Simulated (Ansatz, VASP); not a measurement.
## BaTiO3 in VASP and in Ansatz

INCAR

```
ALGO = Normal
EDIFF = 1E-6
ENCUT = 520
GGA = CA
ISIF = 2
ISMEAR = -1
LASPH = True
LCHARG = False
LREAL = False
LWAVE = False
NBANDS = 28
NELM = 80
PREC = Accurate
SIGMA = 0.05
```

Contents of KPOINTS:

```
k-points
0
Gamma
  8 8 8
```

POSCAR

```
BaTiO3
1.0
    4.0073000000      0.0000000000      0.0000000000
    0.0000000000      4.0073000000      0.0000000000
    0.0000000000      0.0000000000      3.9672270000
Ba Ti O
1 1 3
Direct
    0.5000000000      0.5000000000      0.5000000000
    0.0000000000      0.0000000000      0.0000000000
    0.5000000000      0.0000000000      0.0000000000
    0.0000000000      0.5000000000      0.0000000000
    0.0000000000      0.0000000000      0.5000000000
```

Input for Ansatz:

```yaml
crystal:
  lattice:
    - [4.0073, 0.0, 0.0]
    - [0.0, 4.0073, 0.0]
    - [0.0, 0.0, 3.967227]
  atoms:
    - { symbol: Ba, position: [0.5, 0.5, 0.5] }
    - { symbol: Ti, position: [0.0, 0.0, 0.0] }
    - { symbol: O, position: [0.5, 0.0, 0.0] }
    - { symbol: O, position: [0.0, 0.5, 0.0] }
    - { symbol: O, position: [0.0, 0.0, 0.5] }
kpoints:
  mp_grid: { grid: [8, 8, 8] }
  band_path:
    path:
      - [0.0, 0.0, 0.0]
      - [0.0, 0.5, 0.0]
      - [0.5, 0.5, 0.0]
      - [0.0, 0.0, 0.0]
      - [0.0, 0.0, 0.5]
      - [0.0, 0.5, 0.5]
      - [0.5, 0.5, 0.5]
      - [0.0, 0.0, 0.5]
      - [0.0, 0.5, 0.0]
    npoints: 5
scf:
  occupations: { method: fermi_dirac, width: 0.05 }
hamiltonian:
  xc: lda
  pseudopotentials: { kind: all_electron, lapw: { basis_error: 0.001 } }
output:
  forces: true
  stress: true
  eigenvalues: true
```

Change from the starting cell: zz strain of -1 %.

Alike in both runs: task single point; functional LDA; k mesh 8 × 8 × 8; occupations fermi-dirac, width 0.05 eV; no spin polarisation.

|  | VASP | Ansatz |
| --- | --- | --- |
| version | VASP 6.6.1 | Ansatz 0.2.0 |
| potentials or method | VASP PAW LDA potentials, release 64 (Ba_sv, Ti_sv, O), cutoff 520 eV | all-electron LAPW, scalar-relativistic |

VASP gave:

```
pressure (GPa)                                                : -5.8
traceless stress, the component that is largest in VASP (GPa) : 1.32
```

Question: Which values does Ansatz return?

Answer: Pressure (GPa): -7.8; traceless stress, the component that is largest in VASP (GPa): 1.27.

LDA's correlation is that of Perdew and Zunger in VASP and of Perdew and Wang (1992) in Ansatz. Ansatz ran all-electron here, and VASP with PAW potentials.

Neither program's run includes spin-orbit coupling.
